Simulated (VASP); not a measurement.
# NbSi27C26 (a cell with a defect) in VASP: single point with PBE

Aim: the single point of NbSi27C26 (a cell with a defect) with PBE.

Program: VASP 6.6.1. These are calculated values, not measurements. Logs are shortened: lines on timing, memory, paths and dates and some standing lists are left out, and cuts for length are marked.

## (1) The cell of the first run

The cell holds a defect, 54 atoms: a = 9.245 Å, b = 9.245 Å, c = 9.245 Å, α = 60.00°, β = 60.00°, γ = 60.00°.

## (2) Single point, PBE

INCAR

```
SYSTEM = NbSi27C26
  ALGO = Normal
  EDIFF = 1E-6
  ENCUT = 520
  GGA = PE
  ISIF = 2
  ISMEAR = -1
  LASPH = .TRUE.
  LCHARG = .TRUE.
  LELF = .TRUE.
  LREAL = Auto
  LVHAR = .TRUE.
  LWAVE = .FALSE.
  NBANDS = 146
  NELECT = 224.0
  NELM = 80
  PREC = Accurate
  SIGMA = 0.01
```

KPOINTS

```
k-points
0
G
  3 3 3
  0 0 0
```

POSCAR

```
NbSi27C26
1.0
    0.0000000000      6.5370000000      6.5370000000
    6.5370000000      0.0000000000      6.5370000000
    6.5370000000      6.5370000000      0.0000000000
Si Nb C
27 1 26
Direct
   -0.0199698568     -0.0199698568     -0.0199698568
   -0.0199698568     -0.0199698568      0.3932429039
   -0.0004333031     -0.0004333031      0.6670999697
   -0.0199698568      0.3932429039     -0.0199698568
   -0.0011811963      0.3346631120      0.3346631120
   -0.0011811963      0.3346631120      0.6651883057
   -0.0004333031      0.6670999697     -0.0004333031
   -0.0011811963      0.6651883057      0.3346631120
   -0.0004333031      0.6670999697      0.6670999697
    0.3932429039     -0.0199698568     -0.0199698568
    0.3346631120     -0.0011811963      0.3346631120
    0.3346631120     -0.0011811963      0.6651883057
    0.3346631120      0.3346631120     -0.0011811963
    0.3333333333      0.3333333333      0.3333333333
    0.3346631120      0.3346631120      0.6651883057
    0.3346631120      0.6651883057     -0.0011811963
    0.3346631120      0.6651883057      0.3346631120
    0.3337698347      0.6665211662      0.6665211662
    0.6670999697     -0.0004333031     -0.0004333031
    0.6651883057     -0.0011811963      0.3346631120
    0.6670999697     -0.0004333031      0.6670999697
    0.6651883057      0.3346631120     -0.0011811963
    0.6651883057      0.3346631120      0.3346631120
    0.6665211662      0.3337698347      0.6665211662
    0.6670999697      0.6670999697     -0.0004333031
    0.6665211662      0.6665211662      0.3337698347
    0.6665211662      0.6665211662      0.6665211662
    0.0833333333      0.0833333333      0.0833333333
    0.0857878640      0.0857878640      0.4202554758
    0.0857878640      0.0857878640      0.7415021295
    0.0857878640      0.4202554758      0.0857878640
    0.0835154284      0.4166059683      0.4166059683
    0.0857878640      0.4202554758      0.7415021295
    0.0857878640      0.7415021295      0.0857878640
    0.0857878640      0.7415021295      0.4202554758
    0.0840247123      0.7497695403      0.7497695403
    0.4202554758      0.0857878640      0.0857878640
    0.4166059683      0.0835154284      0.4166059683
    0.4202554758      0.0857878640      0.7415021295
    0.4166059683      0.4166059683      0.0835154284
    0.4166059683      0.4166059683      0.4166059683
    0.4166137753      0.4166137753      0.7500528914
    0.4202554758      0.7415021295      0.0857878640
    0.4166137753      0.7500528914      0.4166137753
    0.4166137753      0.7500528914      0.7500528914
    0.7415021295      0.0857878640      0.0857878640
    0.7415021295      0.0857878640      0.4202554758
    0.7497695403      0.0840247123      0.7497695403
    0.7415021295      0.4202554758      0.0857878640
    0.7500528914      0.4166137753      0.4166137753
    0.7500528914      0.4166137753      0.7500528914
    0.7497695403      0.7497695403      0.0840247123
    0.7500528914      0.7500528914      0.4166137753
    0.7497695403      0.7497695403      0.7497695403
```

Potentials or basis: VASP PAW PBE potentials, release 64 (Si, Nb_sv, C).

Command:

```console
$ cat potpaw_PBE.64/Si/POTCAR potpaw_PBE.64/Nb_sv/POTCAR potpaw_PBE.64/C/POTCAR > POTCAR
$ mpirun -np 1 vasp_std > vasp.out
```

OUTCAR:

```text
SYSTEM = NbSi27C26
   EDIFF = 1E-6
   ENCUT = 520
   GGA = PE
   ISIF = 2
   ISMEAR = -1
   LASPH = .TRUE.
   LREAL = Auto
   NELECT = 224.0
   NELM = 80
   PREC = Accurate

 ion  position               nearest neighbor table
   1  0.980  0.980  0.980-  34 1.85  46 1.85  30 1.85  28 2.34   7 2.72  19 2.72   3 2.72  20 3.13
                            22 3.13   8 3.13  12 3.13  16 3.13   6 3.13
   2  0.980  0.980  0.393-  29 1.85  35 1.85  47 1.85  28 2.34   3 2.72   9 2.72  21 2.72  11 3.13
                             5 3.13  17 3.13  23 3.13   8 3.13  20 3.13
   3  1.000  1.000  0.667-  29 1.86  30 1.86  36 1.89  48 1.89   2 2.72   1 2.72   7 3.07   9 3.07
                            19 3.07  21 3.07  18 3.08  24 3.08   5 3.09  11 3.09   6 3.09  12 3.09
   4  0.980  0.393  0.980-  31 1.85  33 1.85  49 1.85  28 2.34   7 2.72   9 2.72  25 2.72  13 3.13
                             5 3.13  23 3.13  15 3.13   6 3.13  22 3.13
   5  0.999  0.335  0.335-  32 1.88  50 1.88  31 1.88  29 1.88   6 3.06   8 3.06  24 3.07  26 3.07
                            14 3.08  23 3.08   7 3.09   3 3.09  11 3.10  13 3.10   4 3.13   2 3.13
   6  0.999  0.335  0.665-  32 1.88  51 1.88  33 1.88  30 1.88   5 3.06   8 3.06  27 3.07  24 3.07
                            14 3.08  22 3.08   9 3.09   3 3.09  15 3.10  12 3.10   1 3.13   4 3.13
   7  1.000  0.667  1.000-  31 1.86  34 1.86  52 1.89  36 1.89   4 2.72   1 2.72   3 3.07   9 3.07
                            19 3.07  25 3.07  18 3.08  26 3.08   5 3.09  13 3.09   8 3.09  16 3.09
   8  0.999  0.665  0.335-  32 1.88  53 1.88  35 1.88  34 1.88   5 3.06   6 3.06  27 3.07  26 3.07
                            14 3.08  20 3.08   9 3.09   7 3.09  17 3.10  16 3.10   1 3.13   2 3.13
   9  1.000  0.667  0.667-  33 1.86  35 1.86  54 1.89  36 1.89   2 2.72   4 2.72   3 3.07   7 3.07
[... 62 lines left out ...]
  53  0.750  0.750  0.417-   8 1.88  20 1.88  27 1.89  26 1.89
  54  0.750  0.750  0.750-  27 1.89  21 1.89  25 1.89   9 1.89

  LATTYP: Found a face centered cubic cell.
 ALAT       =    13.0740000000

  Lattice vectors:

 A1 = (   0.0000000000,   6.5370000000,   6.5370000000)
 A2 = (   6.5370000000,   0.0000000000,   6.5370000000)
 A3 = (   6.5370000000,   6.5370000000,   0.0000000000)

Analysis of symmetry for initial positions (statically):
=====================================================================
 Subroutine PRICEL returns:
 Original cell was already a primitive cell.

 Routine SETGRP: Setting up the symmetry group for a
 face centered cubic supercell.

 Subroutine GETGRP returns: Found 24 space group operations
 (whereof  6 operations were pure point group operations)
 out of a pool of 48 trial point group operations.

The static configuration has the point symmetry C_3v.
 The point group associated with its full space group is T_d .

Analysis of symmetry for dynamics (positions and initial velocities):
[... 203 lines left out ...]
   POTIM  = 0.5000    time-step for ionic-motion
   TEBEG  =    0.0;   TEEND  =   0.0 temperature during run
   PSTRESS=    0.0 pullay stress
   NELECT =     224.0000    total number of electrons
   NUPDOWN=      -1.0000    fix difference up-down
   EMIN   =  10.00;   EMAX   =-10.00  energy-range for DOS
   EFERMI =   0.00;   METHOD = LEGACY
   ISMEAR =    -1;   SIGMA  =   0.01  broadening in eV -4-tet -1-fermi 0-gaus
   EFERMI_NEDOS =   21; number of points for ismear=-14 and -15
   IALGO  =     38    algorithm
   IMIX   =      4    mixing-type and parameters
     AMIX     =   0.40;   BMIX     =  1.00
     AMIX_MAG =   1.60;   BMIX_MAG =  1.00
  volume/ion in A,a.u.               =      10.35        69.82
  Fermi-wavevector in a.u.,A,eV,Ry     =   1.207172  2.281224 19.827271  1.457263
  Thomas-Fermi vector in A             =   2.342817
   LORBIT       =      0    0 simple, 1 ext, 2 COOP (PROOUT), +10 PAW based schemes
   GGA     = PE    functional components
[... 5 lines left out ...]
 non-spin polarized calculation
  energy-cutoff  :      520.00
  volume of cell :      558.68
 maximum number of plane-waves:     15070
 NGX is ok and might be reduce to    70
   NGX = 35   NGY = 35   NGZ = 35

 number of electron     223.9999998 magnetization

 Free energy of the ion-electron system (eV)
  ---------------------------------------------------
  ext. energy  EPLUGINS =         0.00000000
  ---------------------------------------------------
  free energy    TOTEN  =      -406.06760472 eV

  energy without entropy =     -406.06347870  energy(sigma->0) =     -406.06554171

 E-fermi :   9.5378     XC(G=0): -11.4539

 val. band max:        9.5296124475   @ k =   0.0000   0.0000   0.0000
 cond. band min:       9.8440543438   @ k =   0.3333   0.3333   0.0000
 fundamental gap:      0.3144418963
 Fermi energy:         9.5378126336

 k-point     1 :       0.0000    0.0000    0.0000
  band No.  band energies     occupation
      1     -44.5247      2.00000
      2     -20.8225      2.00000
      3     -20.8225      2.00000
      4     -20.8225      2.00000
      5      -7.0912      2.00000
      6      -5.2572      2.00000
[... 497 lines left out ...]
    123      12.9138      0.00000
    124      12.9469      0.00000
 [bands above 124 left out]

------------------------ aborting loop because EDIFF is reached ----------------------------------------

  FORCE on cell =-STRESS in cart. coord.  units (eV):
  Direction    XX          YY          ZZ          XY          YZ          ZX
  --------------------------------------------------------------------------------------
  -------------------------------------------------------------------------------------
  Total       25.0908777     25.0908777     25.0908777      0.0000000      0.0000000      0.0000000
  in kB       71.9550013     71.9550013     71.9550013      0.0000000      0.0000000      0.0000000
  external PRESSURE =      71.9550013 kB  Pullay stress =       0.0000000 kB

 VOLUME and BASIS-vectors are now :
 -----------------------------------------------------------------------------
  energy-cutoff  :      520.00
  volume of cell :      558.68
      direct lattice vectors                 reciprocal lattice vectors
     0.000000000  6.537000000  6.537000000    -0.076487685  0.076487685  0.076487685
     6.537000000  0.000000000  6.537000000     0.076487685 -0.076487685  0.076487685
     6.537000000  6.537000000  0.000000000     0.076487685  0.076487685 -0.076487685

 POSITION                                       TOTAL-FORCE (eV/Angst)
 -----------------------------------------------------------------------------------
     12.81291     12.81291     12.81291         0.004489      0.004489      0.004489
      8.97709      8.97709     12.81291        -0.004489     -0.004489      0.004489
     10.89500     10.89500     13.06833         0.000000     -0.000000      0.001349
      8.97709     12.81291      8.97709        -0.004489      0.004489     -0.004489
      4.37539      8.71697      8.71697         0.002007     -0.000283     -0.000283
      6.53603     10.87761      8.71697         0.000283     -0.002007     -0.000283
[... 46 lines left out ...]
      7.62650      7.62650      9.80619         0.000000      0.000000      0.005169
      9.80249      9.80249      9.80249         0.015123      0.015123      0.015123
 -----------------------------------------------------------------------------------
    total drift:                               -0.000047     -0.000047     -0.000047

  FREE ENERGIE OF THE ION-ELECTRON SYSTEM (eV)
  ---------------------------------------------------
  free  energy   TOTEN  =      -406.0676047188 eV

  energy  without entropy=     -406.0634786980  energy(sigma->0) =     -406.06554171
```

It took 9.3 min on 1 thread of Intel Xeon Platinum 8488C (Sapphire Rapids), shared host; peak memory 0.79 GiB.

What came out:

| Property | Result |
| --- | --- |
| Free energy | -406.0676 eV |
| Largest force | 0.026 eV/Å |

Forces in eV/Å, atoms in the order of the input:
```
Si   0.004  0.004  0.004
Si  -0.004 -0.004  0.004
Si   0.000  0.000  0.001
Si  -0.004  0.004 -0.004
Si   0.002  0.000  0.000
Si   0.000 -0.002  0.000
Si   0.000  0.001  0.000
Si   0.000  0.000 -0.002
Si  -0.001  0.000  0.000
Si   0.004 -0.004 -0.004
Si   0.000  0.002  0.000
Si  -0.002  0.000  0.000
Si   0.000  0.000  0.002
Si   0.000  0.000  0.000
Si   0.000  0.000  0.002
Si  -0.002  0.000  0.000
Si   0.000  0.002  0.000
Si  -0.007  0.007  0.007
Si   0.001  0.000  0.000
Si   0.000  0.000 -0.002
Si   0.000 -0.001  0.000
Si   0.000 -0.002  0.000
Si   0.002  0.000  0.000
Si   0.007 -0.007  0.007
Si   0.000  0.000 -0.001
Si   0.007  0.007 -0.007
Si  -0.007 -0.007 -0.007
Nb   0.000  0.000  0.000
C    0.005  0.005 -0.013
C   -0.005 -0.005 -0.013
C    0.005 -0.013  0.005
C   -0.002  0.002  0.002
C    0.013 -0.005  0.005
C   -0.005 -0.013 -0.005
C    0.013  0.005 -0.005
C    0.015 -0.015 -0.015
C   -0.013  0.005  0.005
C    0.002 -0.002  0.002
C   -0.005  0.013  0.005
C    0.002  0.002 -0.002
C   -0.002 -0.002 -0.002
C    0.000  0.000 -0.005
C   -0.005  0.005  0.013
C    0.000 -0.005  0.000
C    0.005  0.000  0.000
C   -0.013 -0.005 -0.005
C    0.005  0.013 -0.005
C   -0.015  0.015 -0.015
C    0.005 -0.005  0.013
C   -0.005  0.000  0.000
C    0.000  0.005  0.000
C   -0.015 -0.015  0.015
C    0.000  0.000  0.005
C    0.015  0.015  0.015
```

Caveat: the cell carries a net charge on a neutralising background, which shifts energy and pressure; the cell is charged against a uniform background, so pressure and absolute levels hang on convention.
